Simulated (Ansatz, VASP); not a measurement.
**AgCl: VASP beside Ansatz**

```
Ag Cl
1.0
     3.43397    0.00000    0.00000
     0.00000    3.43397    0.00000
     0.00000    0.00000    3.43397
Ag Cl
1 1
Cartesian
  0.0000 0.0000 0.0000
  1.7170 1.7170 1.7170
```

Alike in both runs: task electric field gradients; functional PBE; k mesh 9 × 9 × 9; occupations fermi-dirac, width 0.01 eV; no spin polarisation.

```csv
,VASP,Ansatz
version,VASP 6.6.1,Ansatz 0.2.0
potentials or method,"VASP PAW PBE potentials, release 64 (Ag, Cl)","PAW with Ansatz's default frozen-core files, scalar-relativistic"
plane-wave cutoff (eV),520,420
valence electrons in the cell,18,26
```

VASP gave:

* gap on the k mesh at the Fermi level (eV): 0.61
* pressure (GPa): -0.3

Task: Which values does Ansatz return?

Result: gap on the k mesh at the Fermi level (eV): 0.61; pressure (GPa): -0.1.

VASP's potentials hold 18 valence electrons a cell and Ansatz's 26, so a difference there can come from the potentials and not from the codes.
